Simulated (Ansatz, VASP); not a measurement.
Co in VASP and in Ansatz

```
Co
1.0
     0.00000    1.76829    1.76829
     1.76829    0.00000    1.76829
     1.76829    1.76829    0.00000
Co
1
Direct
  0.00000 0.00000 0.00000
```

Change from the starting cell: volume scaled by 1.02.

Alike in both runs: task single point; functional PBE; k mesh 13 × 13 × 13; occupations fermi-dirac, width 0.05 eV; collinear spin.

|  | VASP | Ansatz |
| --- | --- | --- |
| version | VASP 6.6.1 | Ansatz 0.2.0 |
| potentials or method | VASP PAW PBE potentials, release 64 (Co), cutoff 520 eV | all-electron LAPW, scalar-relativistic |

```csv
,VASP,Ansatz,Ansatz less VASP
gap on the k mesh at the Fermi level (eV),none,none,-
pressure (GPa),-3.8,-3.3,+0.47
net moment per atom (μB),1.63,1.64,+0.007
size of the moment on the site where the two differ most (μB),1.66,1.69,+0.036
```

Site moments also hang on the region over which each program counts them. A gap of «none» marks a metal or a gap that the smearing closes. Ansatz ran all-electron here, and VASP with PAW potentials.
